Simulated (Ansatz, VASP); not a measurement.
## Zn5O in VASP and in Ansatz

```
CELL_PARAMETERS angstrom
0.00000 3.55763 3.55763
3.55763 0.00000 3.55763
3.55763 3.55763 0.00000
ATOMIC_POSITIONS crystal
Zn 0.37491 0.37491 0.87528
Zn 0.37491 0.87528 0.37491
Zn 0.87528 0.37491 0.37491
Zn 0.37491 0.37491 0.37491
Zn 0.75000 0.75000 0.75000
O 0.00000 0.00000 0.00000
```

Change from the starting cell: species swapped into the Be5Au type (F-43m, No. 216).

Alike in both runs: functional PBE; k mesh 4 × 4 × 4; occupations gaussian, width 0.1 eV; collinear spin.

Ansatz relaxed the structure, and its values are those at the end. VASP's run is a single point on that final structure, the one shown.

|  | VASP | Ansatz |
| --- | --- | --- |
| version | VASP 6.6.1 | Ansatz 0.2.0 |
| potentials or method | VASP PAW PBE potentials, release 64 (Zn, O), cutoff 520 eV | scalar-relativistic, plane waves, PAW |
| valence electrons in the cell | 66 | 66 |

VASP gave:

| Item | Value |
| --- | --- |
| gap on the k mesh at the Fermi level (eV) | none |
| pressure (GPa) | 0.0 |
| rms of the force components (eV/Å) | 0.010 |
| net moment per atom (μB) | 0.00 |
| size of the moment on the site where the two differ most (μB) | 0.00 |

Problem. Which values does Ansatz return?

Solution. gap on the k mesh at the Fermi level (eV): none; pressure (GPa): 0.0; rms of the force components (eV/Å): 0.000; net moment per atom (μB): 0.24; size of the moment on the site where the two differ most (μB): 0.74.

The net moments are unlike, so the other rows may belong to different states. Site moments also hang on the region over which each program counts them. A gap of «none» marks a metal or a gap that the smearing closes.

The k mesh is coarse, so the values compare programs but aren't converged.
